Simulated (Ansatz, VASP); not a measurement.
**TaAs: VASP beside Ansatz**

```
CELL_PARAMETERS angstrom
-1.73043 1.73043 5.87611
1.73043 -1.73043 5.87611
1.73043 1.73043 -5.87611
ATOMIC_POSITIONS crystal
Ta 0.50014 0.00014 0.50000
Ta 0.75014 0.75014 0.00000
As 0.08246 0.58246 0.50000
As 0.33246 0.33246 0.00000
```

Alike in both runs: functional PBE; k mesh 8 × 8 × 8; occupations gaussian, width 0.05 eV; collinear spin.

Ansatz relaxed the structure, and its values are those at the end. VASP's run is a single point on that final structure, the one shown.

|  | VASP | Ansatz |
| --- | --- | --- |
| version | VASP 6.6.1 | Ansatz 0.2.0 |
| potentials or method | VASP PAW PBE potentials, release 64 (Ta_pv, As), cutoff 520 eV | scalar-relativistic, plane waves, PAW |
| valence electrons in the cell | 32 | 56 |

|  | VASP | Ansatz | Ansatz less VASP |
| --- | --- | --- | --- |
| gap on the k mesh at the Fermi level (eV) | none | none | - |
| pressure (GPa) | 0.5 | 0.0 | -0.43 |
| net moment per atom (μB) | 0.00 | 0.00 | 0.000 |

A gap of «none» marks a metal or a gap that the smearing closes. With one functional, cell and mesh, what is left measures potentials, basis and numerics. VASP's potentials hold 32 valence electrons a cell and Ansatz's 56, so a difference there can come from the potentials and not from the codes. Ansatz's warnings: seeded moment not kept.

Neither program's run includes spin-orbit coupling.
